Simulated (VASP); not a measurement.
Write the native input for VASP 6.6.1 that does the following.

| Item | Value |
| --- | --- |
| Task | single point |
| Functional | PBE |
| Potentials or basis | VASP PAW PBE potentials, release 64 (Hf_pv) |
| Cutoff | 520 eV |
| k mesh | 15 × 15 × 8 |
| Occupations | gaussian, width 0.1 eV |
| Spin | no spin polarisation |
| Dipole correction | no |
| Further INCAR settings | ALGO = Normal; EDIFF = 1e-07; NBANDS = 17 |

The structure of Hf lies in POSCAR:

```
Hf
1.0
    3.2047644779      0.0000000000      0.0000000000
   -1.6023822389      2.7754074511      0.0000000000
    0.0000000000      0.0000000000      5.0675773734
Hf
2
Direct
    0.3333333333      0.6666666667      0.7500000000
    0.6666666667      0.3333333333      0.2500000000
```

One way to write it, as run:

INCAR

```
SYSTEM = Hf
ALGO = Normal
EDIFF = 1E-7
ENCUT = 520
GGA = PE
ISIF = 2
ISMEAR = 0
LASPH = .TRUE.
LCHARG = .TRUE.
LELF = .TRUE.
LREAL = .FALSE.
LVHAR = .TRUE.
LWAVE = .FALSE.
NBANDS = 17
NELM = 100
PREC = Accurate
SIGMA = 0.1
```

KPOINTS

```
k-points
0
G
  15 15 8
  0 0 0
```

Potentials or basis: VASP PAW PBE potentials, release 64 (Hf_pv).

Command:

```console
$ cat potpaw_PBE.64/Hf_pv/POTCAR > POTCAR
$ mpirun -np 1 vasp_std > vasp.out
```

Results of the run:

```yaml
Pressure: -0.4 GPa
Band_gap_on_the_k_mesh: zero (band 10 reaches 6.05 eV, above the bottom of band 11 at 4.44 eV)
```

Caveat: spin-orbit coupling is left out, which moves the levels of the heavy elements.

Wall time 35 s on 1 thread of Intel(R) Xeon(R) Platinum 8488C (Sapphire Rapids) (shared host), peak memory 0.22 GiB.
